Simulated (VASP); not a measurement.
Write the native input for VASP 6.6.1 that does the following.

* Task: single point
* Functional: PBE
* Dispersion: D3(BJ)
* Potentials or basis: VASP PAW PBE potentials, release 64 (B, N)
* Cutoff: 600 eV
* k mesh: 12 × 12 × 12
* Occupations: gaussian, width 0.01 eV
* Spin: no spin polarisation
* Dipole correction: no
* Further INCAR settings: ALGO = Normal; EDIFF = 1e-06; NBANDS = 11

The structure of BN lies in POSCAR:

```
BN
1.0
    2.4658708621      0.0022627397     -0.2344671823
   -1.2237563480      2.1407829690      0.2344520596
   -0.9789534805     -0.8640657133      2.7800839901
B N
1 1
Direct
    0.9937508538      0.9927803235     -0.0020828227
    0.6543981462      0.3231036765      0.9888878227
```

The input as run:

INCAR

```
SYSTEM = BN
  PREC = Accurate
  ENCUT = 600
  EDIFF = 1E-6
  ISMEAR = 0
  SIGMA = 0.01
  LREAL = .FALSE.
  LASPH = .TRUE.
  NELM = 120
  ALGO = Normal
  ISIF = 2
  LWAVE = .FALSE.
  LCHARG = .FALSE.
  GGA = PE
  IVDW = 12
  NBANDS = 11
  GGA_COMPAT = .FALSE.
```

KPOINTS

```
Automatic mesh
0
G
  12 12 12
  0 0 0
```

Potentials or basis: VASP PAW PBE potentials, release 64 (B, N).

Command:

```console
$ cat potpaw_PBE.64/B/POTCAR potpaw_PBE.64/N/POTCAR > POTCAR
$ mpirun -np 1 vasp_std > vasp.out
```

It gave:

The pressure is 15.9 GPa, the band gap on the k mesh is 3.66 eV, indirect (least direct gap 4.96 eV) and the dispersion energy per atom is -0.182 eV.

It took 25 s on 1 thread of Intel Xeon 6975P-C, on a shared host, peak memory 0.17 GiB.
